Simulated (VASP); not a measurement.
## TiTe2: single point with PBE

TiTe2:

```
Ti Te
1.0
     5.31017    0.00000    0.00000
    -2.65509    4.59874    0.00000
     0.00000    0.00000    5.91423
Ti Te
2 4
Direct
  0.33333 0.66667 0.25000
  0.66667 0.33333 0.75000
  0.00000 0.00000 0.00000
  0.00000 0.00000 0.50000
  0.33333 0.66667 0.75000
  0.66667 0.33333 0.25000
```

The cell was generated, and may not be a known phase.

```
Program             : VASP 6.6.1
Task                : single point
Functional          : PBE
Potentials or basis : VASP PAW PBE potentials, release 64 (Ti_sv, Te)
Cutoff              : 520 eV
k mesh              : 6 × 6 × 4
Occupations         : gaussian, width 0.1 eV
Spin                : no spin polarisation
```

```json
{
  "Pressure": "-0.1 GPa",
  "Band gap on the k mesh": "zero (bands 24 and 25 overlap by 0.92 eV)"
}
```

Stress tensor (GPa, compression positive):
```
-0.07  0.00  0.00
 0.00 -0.07  0.00
 0.00  0.00 -0.20
```

Levels at points of the mesh, in eV from the Fermi level:
| k point | band 20 | band 21 | band 22 | band 23 | band 24 | band 25 | band 26 | band 27 | band 28 | band 29 |
| --- | --- | --- | --- | --- | --- | --- | --- | --- | --- | --- |
| (0.00, 0.00, 0.00) | -2.18 | -1.90 | -0.90 | -0.90 | -0.82 | -0.82 | -0.14 | 0.41 | 0.41 | 0.68 |
| (0.50, 0.00, 0.00) | -2.72 | -1.57 | -0.33 | 0.06 | 0.07 | 0.10 | 0.23 | 0.33 | 0.36 | 0.49 |
| (0.00, 0.00, 0.50) | -2.08 | -2.08 | -2.08 | -1.84 | -1.84 | 0.07 | 0.07 | 0.07 | 0.07 | 1.06 |
| (0.50, 0.00, 0.50) | -1.88 | -1.35 | -1.35 | -0.85 | -0.85 | 0.28 | 0.28 | 0.31 | 0.31 | 0.74 |

Wall time 4.6 min on 1 thread of Intel Xeon 8259CL, with other jobs on the host, peak memory 0.31 GiB.

Caveat: spin-orbit coupling is left out, which moves the levels of the heavy elements.
